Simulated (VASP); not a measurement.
# W: single point with PBE

W:

```
W
1.0
    -1.59178    1.58382    1.58382
     1.59178   -1.59974    1.59974
     1.59178    1.59974   -1.59974
W
1
Direct
  0.00000 0.00000 0.00000
```

This cell differs from its parent crystal: strain -0.0100 x Voigt [0, 0, 0, 1, 0, 0].

```json
{
  "Program": "VASP 6.6.1",
  "Task": "single point",
  "Functional": "PBE",
  "Potentials or basis": "VASP PAW PBE potentials, release 64 (W_sv)",
  "Cutoff": "500 eV",
  "k mesh": "26 × 26 × 26",
  "Occupations": "gaussian, width 0.15 eV",
  "Spin": "no spin polarisation",
  "Dipole correction": "no",
  "Further INCAR settings": "ALGO = Normal; EDIFF = 1e-06; NBANDS = 13"
}
```

The pressure is 0.5 GPa and the band gap on the k mesh is zero (band 7 reaches 16.12 eV, above the bottom of band 8 at 10.03 eV).

Stress tensor (GPa, compression positive):
```
0.54 0.00 0.00
0.00 0.52 1.45
0.00 1.45 0.52
```

Levels at points of the mesh, in eV from the Fermi level:
| k point | band 5 | band 6 | band 7 | band 8 | band 9 | band 10 |
| --- | --- | --- | --- | --- | --- | --- |
| (0.00, 0.00, 0.00) | -9.54 | -1.29 | -1.21 | -1.12 | 2.22 | 2.22 |
| (0.50, 0.00, 0.00) | -6.16 | -3.46 | 0.70 | 2.04 | 2.98 | 6.06 |
| (0.00, 0.50, 0.00) | -6.17 | -3.49 | 0.62 | 2.10 | 3.06 | 5.99 |
| (0.00, 0.50, 0.50) | -6.18 | -3.51 | 0.53 | 2.17 | 3.14 | 5.92 |
| (0.50, 0.50, 0.50) | -5.70 | -5.70 | 4.93 | 5.04 | 5.15 | 8.05 |

Run time: 110 s on 1 thread of Intel(R) Xeon(R) 6975P-C (Granite Rapids), on a shared host, peak memory 0.52 GiB.

Caveat: the cell differs from its parent crystal (strain -0.0100 x Voigt [0, 0, 0, 1, 0, 0]); spin-orbit coupling is left out, which moves the levels of the heavy elements.
